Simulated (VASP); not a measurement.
# SiNi (P2_13) in VASP: further runs

SiNi is run at these levels: r2SCAN; tasks: single point.

All numbers are computed with VASP 6.6.1; they aren't measurements. Logs are shortened: lines on timing, memory, paths and dates and some standing lists are left out, and cuts for length are marked.

## Step 1: The cell of the first run

Symmetry: P2_13, No. 198, cubic system. The conventional cell has a = 4.552 Å, b = 4.552 Å, c = 4.552 Å, α = 90.00°, β = 90.00°, γ = 90.00°. Within 3.1 Å of Si (site symmetry 3) lie 7 Ni at 2.37 to 2.48 Å and 6 Si at 2.81 Å. Ni (site symmetry 3) has 7 Si at 2.37 to 2.48 Å and 6 Ni at 2.80 Å within 3.1 Å.

## Step 2: Single point, r2SCAN (volume scaled by 1.06, then relaxed in part)

The input, POSCAR:

```
SiNi
1.0
    4.5523825708      0.0000000000      0.0000000000
    0.0000000000      4.5523825708      0.0000000000
    0.0000000000      0.0000000000      4.5523825708
Si Ni
4 4
Direct
    0.8463629228      0.8463629228      0.8463629228
    0.6536370772      0.1536370772      0.3463629228
    0.3463629228      0.6536370772      0.1536370772
    0.1536370772      0.3463629228      0.6536370772
    0.1468348423      0.1468348423      0.1468348423
    0.3531651577      0.8531651577      0.6468348423
    0.6468348423      0.3531651577      0.8531651577
    0.8531651577      0.6468348423      0.3531651577
```

The input, INCAR.step1:

```
SYSTEM = SiNi
ALGO = Normal
EDIFF = 1E-4
ENCUT = 520
GGA = PE
ISMEAR = 0
LASPH = .TRUE.
LCHARG = .FALSE.
LREAL = .FALSE.
LWAVE = .TRUE.
NBANDS = 38
NELM = 60
PREC = Accurate
SIGMA = 0.1
```

The input, INCAR.step2:

```
SYSTEM = SiNi
ALGO = Normal
EDIFF = 1E-7
ENCUT = 520
ISIF = 2
ISMEAR = 0
ISTART = 1
LASPH = .TRUE.
LCHARG = .TRUE.
LELF = .TRUE.
LMIXTAU = .TRUE.
LREAL = .FALSE.
LVHAR = .TRUE.
LWAVE = .FALSE.
METAGGA = R2SCAN
NBANDS = 38
NELM = 60
PREC = Accurate
SIGMA = 0.1
```

The input, KPOINTS:

```
k-points
0
G
  8 8 8
  0 0 0
```

Potentials or basis: VASP PAW PBE potentials, release 64 (Si, Ni).

Command:

```bash
$ cat potpaw_PBE.64/Si/POTCAR potpaw_PBE.64/Ni/POTCAR > POTCAR
$ cp INCAR.step1 INCAR
$ mpirun -np 1 vasp_std > vasp.out
$ cp INCAR.step2 INCAR
$ mpirun -np 1 vasp_std > vasp.out
```

OUTCAR:

```text
SYSTEM = SiNi
   EDIFF = 1E-7
   ENCUT = 520
   ISIF = 2
   ISMEAR = 0
   ISTART = 1
   LASPH = .TRUE.
   LREAL = .FALSE.
   METAGGA = R2SCAN
   NELM = 60
   PREC = Accurate

 ion  position               nearest neighbor table
   1  0.846  0.846  0.846-   5 2.37   6 2.42   7 2.42   8 2.42   7 2.48   8 2.48   6 2.48   3 2.81
                             4 2.81   2 2.81   2 2.81   4 2.81   3 2.81
   2  0.654  0.154  0.346-   6 2.37   5 2.42   7 2.42   8 2.42   7 2.48   8 2.48   5 2.48   1 2.81
                             1 2.81   3 2.81   3 2.81   4 2.81   4 2.81
   3  0.346  0.654  0.154-   7 2.37   6 2.42   5 2.42   8 2.42   8 2.48   6 2.48   5 2.48   1 2.81
                             4 2.81   2 2.81   2 2.81   4 2.81   1 2.81
   4  0.154  0.346  0.654-   8 2.37   6 2.42   7 2.42   5 2.42   6 2.48   5 2.48   7 2.48   1 2.81
                             3 2.81   2 2.81   1 2.81   2 2.81   3 2.81
   5  0.147  0.147  0.147-   1 2.37   2 2.42   3 2.42   4 2.42   3 2.48   4 2.48   2 2.48   6 2.80
                             7 2.80   8 2.80   6 2.80   8 2.80   7 2.80
   6  0.353  0.853  0.647-   2 2.37   1 2.42   3 2.42   4 2.42   3 2.48   4 2.48   1 2.48   8 2.80
                             5 2.80   5 2.80   7 2.80   7 2.80   8 2.80
   7  0.647  0.353  0.853-   3 2.37   2 2.42   1 2.42   4 2.42   4 2.48   2 2.48   1 2.48   8 2.80
                             5 2.80   8 2.80   6 2.80   6 2.80   5 2.80
   8  0.853  0.647  0.353-   4 2.37   2 2.42   3 2.42   1 2.42   2 2.48   1 2.48   3 2.48   7 2.80
                             5 2.80   7 2.80   5 2.80   6 2.80   6 2.80

  LATTYP: Found a simple cubic cell.
 ALAT       =     4.5523825708

  Lattice vectors:

 A1 = (   4.5523825708,   0.0000000000,   0.0000000000)
 A2 = (   0.0000000000,   4.5523825708,   0.0000000000)
 A3 = (   0.0000000000,   0.0000000000,   4.5523825708)

Analysis of symmetry for initial positions (statically):
=====================================================================
 Subroutine PRICEL returns:
 Original cell was already a primitive cell.

 Routine SETGRP: Setting up the symmetry group for a
 simple cubic supercell.

 Subroutine GETGRP returns: Found 12 space group operations
 (whereof  3 operations were pure point group operations)
 out of a pool of 48 trial point group operations.

The static configuration has the point symmetry C_3 .
 The point group associated with its full space group is T   .

Analysis of symmetry for dynamics (positions and initial velocities):
=====================================================================
 Subroutine PRICEL returns:
 Original cell was already a primitive cell.

 Routine SETGRP: Setting up the symmetry group for a
 simple cubic supercell.

 Subroutine GETGRP returns: Found 12 space group operations
 (whereof  3 operations were pure point group operations)
 out of a pool of 48 trial point group operations.

The dynamic configuration has the point symmetry C_3 .
 The point group associated with its full space group is T   .

 Subroutine INISYM returns: Found 12 space group operations
 (whereof  3 operations are pure point group operations),
 and found     1 'primitive' translations

----------------------------------------------------------------------------------------

                                     Primitive cell

  volume of cell :      94.3444

  direct lattice vectors                    reciprocal lattice vectors
     4.552382571  0.000000000  0.000000000     0.219665194  0.000000000  0.000000000
     0.000000000  4.552382571  0.000000000     0.000000000  0.219665194  0.000000000
     0.000000000  0.000000000  4.552382571     0.000000000  0.000000000  0.219665194

  length of vectors
     4.552382571  4.552382571  4.552382571     0.219665194  0.219665194  0.219665194

  position of ions in fractional coordinates (direct lattice)
     0.846362923  0.846362923  0.846362923
     0.653637077  0.153637077  0.346362923
     0.346362923  0.653637077  0.153637077
     0.153637077  0.346362923  0.653637077
     0.146834842  0.146834842  0.146834842
     0.353165158  0.853165158  0.646834842
     0.646834842  0.353165158  0.853165158
     0.853165158  0.646834842  0.353165158

  ion indices of the primitive-cell ions
   primitive index   ion index
                 1           1
                 2           2
                 3           3
                 4           4
                 5           5
                 6           6
                 7           7
                 8           8

----------------------------------------------------------------------------------------

 KPOINTS: k-points

Automatic generation of k-mesh.
 Grid dimensions read from file:
 generate k-points for:    8    8    8

 Generating k-lattice:

  Cartesian coordinates                     Fractional coordinates (reciprocal lattice)
     0.027458149  0.000000000  0.000000000     0.125000000  0.000000000  0.000000000
     0.000000000  0.027458149  0.000000000     0.000000000  0.125000000  0.000000000
     0.000000000  0.000000000  0.027458149     0.000000000  0.000000000  0.125000000

  Length of vectors
     0.027458149  0.027458149  0.027458149

  Shift w.r.t. Gamma in fractional coordinates (k-lattice)
     0.000000000  0.000000000  0.000000000

 Subroutine IBZKPT returns following result:
 ===========================================

 Found     45 irreducible k-points:

 Following reciprocal coordinates:
            Coordinates               Weight
  0.000000  0.000000  0.000000      1.000000
  0.125000  0.000000  0.000000      6.000000
  0.250000  0.000000  0.000000      6.000000
  0.375000  0.000000  0.000000      6.000000
  0.500000  0.000000  0.000000      3.000000
  0.125000  0.125000  0.000000     12.000000
[... 16 lines left out ...]
  0.250000  0.125000  0.125000     24.000000
  0.375000  0.125000  0.125000     24.000000
 [... further k-points ...]
   k-points           NKPTS =     45   k-points in BZ     NKDIM =     45   number of bands    NBANDS=     38
   number of dos      NEDOS =    301   number of ions     NIONS =      8
   total plane-waves  NPLWV =  46656
   dimension x,y,z NGX =    36 NGY =   36 NGZ =   36
   dimension x,y,z NGXF=    72 NGYF=   72 NGZF=   72
   ions per type =               4   4
   NGX,Y,Z   is equivalent  to a cutoff of  13.15, 13.15, 13.15 a.u.
   NGXF,Y,Z  is equivalent  to a cutoff of  26.29, 26.29, 26.29 a.u.
 SYSTEM =  SiNi
   PREC   = accura    normal or accurate (medium, high low for compatibility)
   ISTART =      1    job   : 0-new  1-cont  2-samecut
   ICHARG =      0    charge: 1-file 2-atom 10-const
   ISPIN  =      1    spin polarized calculation?
   LNONCOLLINEAR =      F non collinear calculations
   LSORBIT =      F    spin-orbit coupling
   LASPH  =      T    aspherical Exc in radial PAW
   ENCUT  =  520.0 eV  38.22 Ry    6.18 a.u.   8.46  8.46  8.46*2*pi/ulx,y,z
   NELM   =     60;   NELMIN=  2; NELMDL=  0     # of ELM steps
   EDIFF  = 0.1E-06   stopping-criterion for ELM
   LREAL  =      F    real-space projection
   EDIFFG = 0.1E-05   stopping-criterion for IOM
   NSW    =      0    number of steps for IOM
   IBRION =     -1    ionic relax: 0-MD 1-quasi-New 2-CG
   NFREE  =      0    steps in history (QN), initial steepest desc. (CG)
   ISIF   =      2    stress and relaxation
   ISYM   =      2    0-nonsym 1-usesym 2-fastsym
   POTIM  = 0.5000    time-step for ionic-motion
   TEBEG  =    0.0;   TEEND  =   0.0 temperature during run
   PSTRESS=    0.0 pullay stress
   NELECT =      56.0000    total number of electrons
   NUPDOWN=      -1.0000    fix difference up-down
   EMIN   =  10.00;   EMAX   =-10.00  energy-range for DOS
   EFERMI =   0.00;   METHOD = LEGACY
   ISMEAR =     0;   SIGMA  =   0.10  broadening in eV -4-tet -1-fermi 0-gaus
   EFERMI_NEDOS =   21; number of points for ismear=-14 and -15
   IALGO  =     38    algorithm
   IMIX   =      4    mixing-type and parameters
     AMIX     =   0.40;   BMIX     =  1.00
     AMIX_MAG =   1.60;   BMIX_MAG =  1.00
  volume/ion in A,a.u.               =      11.79        79.58
  Fermi-wavevector in a.u.,A,eV,Ry     =   1.375832  2.599946 25.754656  1.892914
  Thomas-Fermi vector in A             =   2.501132
   LORBIT       =      0    0 simple, 1 ext, 2 COOP (PROOUT), +10 PAW based schemes
   METAGGA = R2SCAN    functional components
   LHFCALC =     F    Hartree Fock is set to
   AEXX    =    0.0000 exact exchange contribution
   IVDW    =     0    specifies the selected vdW correction
   LEPSILON=     F    determine dielectric tensor
   LRPA    =     F    only Hartree local field effects (RPA)
 non-spin polarized calculation
 Gauss-broadening in eV      SIGMA  =   0.10
  energy-cutoff  :      520.00
  volume of cell :       94.34
 maximum number of plane-waves:      2560
 NGX is ok and might be reduce to    36
   NGX = 17   NGY = 17   NGZ = 17

 number of electron      55.9999989 magnetization

 Free energy of the ion-electron system (eV)
  ---------------------------------------------------
  ext. energy  EPLUGINS =         0.00000000
  ---------------------------------------------------
  free energy    TOTEN  =       -85.68767211 eV

  energy without entropy =      -85.67716328  energy(sigma->0) =      -85.68241769

 E-fermi :  11.3346     XC(G=0): -13.3712

 val. band max:       11.3103298676   @ k =   0.2500   0.2500   0.2500
 cond. band min:      11.3906298489   @ k =   0.2500   0.0000   0.0000
 fundamental gap:      0.0802999813
 Fermi energy:        11.3345752523

 k-point     1 :       0.0000    0.0000    0.0000
  band No.  band energies     occupation
      1      -3.2666      2.00000
      2       2.3306      2.00000
      3       2.3306      2.00000
      4       2.3306      2.00000
      5       4.9601      2.00000
      6       4.9601      2.00000
[... 30 lines left out ...]
     37      16.1117      0.00000
     38      16.1117      0.00000
[... 941 lines left out ...]
     37      16.0444      0.00000
     38      17.1917      0.00000

 [... further k-points ...]

------------------------ aborting loop because EDIFF is reached ----------------------------------------

  FORCE on cell =-STRESS in cart. coord.  units (eV):
  Direction    XX          YY          ZZ          XY          YZ          ZX
  --------------------------------------------------------------------------------------
  -------------------------------------------------------------------------------------
  Total       -5.9424455     -5.9424455     -5.9424455     -0.0000000     -0.0000000     -0.0000000
  in kB     -100.9158850   -100.9158850   -100.9158850     -0.0000000     -0.0000000     -0.0000000
  external PRESSURE =    -100.9158850 kB  Pullay stress =       0.0000000 kB

 VOLUME and BASIS-vectors are now :
 -----------------------------------------------------------------------------
  energy-cutoff  :      520.00
  volume of cell :       94.34
      direct lattice vectors                 reciprocal lattice vectors
     4.552382571  0.000000000  0.000000000     0.219665194  0.000000000  0.000000000
     0.000000000  4.552382571  0.000000000     0.000000000  0.219665194  0.000000000
     0.000000000  0.000000000  4.552382571     0.000000000  0.000000000  0.219665194

 POSITION                                       TOTAL-FORCE (eV/Angst)
 -----------------------------------------------------------------------------------
      3.85297      3.85297      3.85297        -0.001454     -0.001454     -0.001454
      2.97561      0.69941      1.57678         0.001454      0.001454     -0.001454
      1.57678      2.97561      0.69941        -0.001454      0.001454      0.001454
      0.69941      1.57678      2.97561         0.001454     -0.001454      0.001454
      0.66845      0.66845      0.66845         0.001149      0.001149      0.001149
      1.60774      3.88393      2.94464        -0.001149     -0.001149      0.001149
      2.94464      1.60774      3.88393         0.001149     -0.001149     -0.001149
      3.88393      2.94464      1.60774        -0.001149      0.001149     -0.001149
 -----------------------------------------------------------------------------------
    total drift:                                0.000000      0.000000     -0.000000

  FREE ENERGIE OF THE ION-ELECTRON SYSTEM (eV)
  ---------------------------------------------------
  free  energy   TOTEN  =       -85.6876721116 eV

  energy  without entropy=      -85.6771632765  energy(sigma->0) =      -85.68241769
```

It took 6.6 min on 1 thread of Intel Xeon 6975P-C, shared host; peak memory 0.29 GiB.

Results:

- Free energy: -85.6877 eV
- Pressure: -10.1 GPa
- Band gap on the k mesh: zero (band 28 reaches 12.38 eV, above the bottom of band 29 at 11.15 eV)

Forces on the atoms (eV/Å):
```
Si  -0.001 -0.001 -0.001
Si   0.001  0.001 -0.001
Si  -0.001  0.001  0.001
Si   0.001 -0.001  0.001
Ni   0.001  0.001  0.001
Ni  -0.001 -0.001  0.001
Ni   0.001 -0.001 -0.001
Ni  -0.001  0.001 -0.001
```

Caveat: the cell differs from its parent crystal (volume scaled by 1.06, then relaxed in part); the PAW data sets were made with another functional, which shifts forces and pressure a little. Spin polarisation is off, so any magnetic state and its effect on volume and gap are missing.

## Step 3: Single point, r2SCAN

This run uses another cell than the first one, of 11.13 Å³/atom, 0.943 times its volume.

The input, POSCAR:

```
SiNi
1.0
    4.4648149381      0.0000000000      0.0000000000
    0.0000000000      4.4648149381      0.0000000000
    0.0000000000      0.0000000000      4.4648149381
Si Ni
4 4
Direct
    0.8469210539      0.8469210539      0.8469210539
    0.6530789461      0.1530789461      0.3469210539
    0.3469210539      0.6530789461      0.1530789461
    0.1530789461      0.3469210539      0.6530789461
    0.1487251961      0.1487251961      0.1487251961
    0.3512748039      0.8512748039      0.6487251961
    0.6487251961      0.3512748039      0.8512748039
    0.8512748039      0.6487251961      0.3512748039
```

The input, INCAR.step1:

```
PREC = Accurate
ENCUT = 520
ISMEAR = 0
SIGMA = 0.15
LREAL = F
LASPH = T
NELM = 100
NBANDS = 38
GGA = PE
ALGO = Normal
EDIFF = 1E-4
LWAVE = T
LCHARG = F
```

The input, INCAR.step2:

```
PREC = Accurate
ENCUT = 520
EDIFF = 1E-6
ISMEAR = 0
SIGMA = 0.15
LREAL = F
LASPH = T
NELM = 100
ALGO = Normal
ISIF = 2
LWAVE = F
LCHARG = F
METAGGA = R2SCAN
LMIXTAU = T
NBANDS = 38
ISTART = 1
```

The input, KPOINTS:

```
Automatic mesh
0
Gamma
  10 10 10
```

Potentials or basis: VASP PAW PBE potentials, release 64 (Si, Ni).

Command:

```bash
$ cat potpaw_PBE.64/Si/POTCAR potpaw_PBE.64/Ni/POTCAR > POTCAR
$ cp INCAR.step1 INCAR
$ mpirun -np 1 vasp_std > vasp.out
$ cp INCAR.step2 INCAR
$ mpirun -np 1 vasp_std > vasp.out
```

Run time: 5.1 min. Hardware: 1 thread of Intel Xeon 6975P-C (Granite Rapids), shared host; peak memory 0.34 GiB.

The run converged. Its results:

| Property | Result |
| --- | --- |
| Free energy | -85.8703 eV |
| Pressure | 0.1 GPa |
| Band gap on the k mesh | zero (band 28 reaches 13.47 eV, above the bottom of band 29 at 12.13 eV) |

Levels at points of the mesh, in eV from the Fermi level:
| k point | band 26 | band 27 | band 28 | band 29 | band 30 | band 31 |
| --- | --- | --- | --- | --- | --- | --- |
| (0.00, 0.00, 0.00) | -1.76 | -1.76 | 1.16 | 1.16 | 1.16 | 1.41 |
| (0.50, 0.00, 0.00) | -2.16 | -0.71 | -0.71 | -0.18 | -0.18 | 2.96 |
| (0.50, 0.50, 0.00) | -1.69 | -1.08 | -1.08 | 0.42 | 0.42 | 0.94 |
| (0.50, 0.50, 0.50) | -1.96 | -1.96 | -1.96 | 4.67 | 4.67 | 4.67 |

Caveat: the PAW data sets were made with another functional, which shifts forces and pressure a little. Spin polarisation is off, so any magnetic state and its effect on volume and gap are missing.
